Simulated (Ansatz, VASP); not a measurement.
## One calculation of WSe2, two programs

```
CELL_PARAMETERS angstrom
3.29000 0.00000 0.00000
-1.64500 2.84922 0.00000
0.00000 0.00000 12.97000
ATOMIC_POSITIONS crystal
W 0.33333 0.66667 0.25000
W 0.66667 0.33333 0.75000
Se 0.33333 0.66667 0.62100
Se 0.66667 0.33333 0.12100
Se 0.33333 0.66667 0.87900
Se 0.66667 0.33333 0.37900
```

Alike in both runs: task single point; functional PBE; k mesh 18 × 18 × 4; occupations gaussian, width 0.05 eV; no spin polarisation.

|  | VASP | Ansatz |
| --- | --- | --- |
| version | VASP 6.6.1 | Ansatz 0.2.0 |
| potentials or method | VASP PAW PBE potentials, release 64 (W_sv, Se), cutoff 520 eV | scalar-relativistic, plane waves, PAW |
| valence electrons in the cell | 52 | 92 |

|  | VASP | Ansatz | Ansatz less VASP |
| --- | --- | --- | --- |
| gap on the k mesh at the Fermi level (eV) | 0.97 | 0.97 | +0.005 |
| pressure (GPa) | 4.0 | 3.7 | -0.32 |
| traceless stress, the component that is largest in VASP (GPa) | 0.74 | 0.66 | -0.080 |
| rms of the force components (eV/Å) | 0.103 | 0.080 | -0.0229 |

Atom by atom the forces differ by 0.023 eV/Å (rms over components). VASP's potentials hold 52 valence electrons a cell and Ansatz's 92, so a difference there can come from the potentials and not from the codes.

Spin-orbit coupling is off throughout.
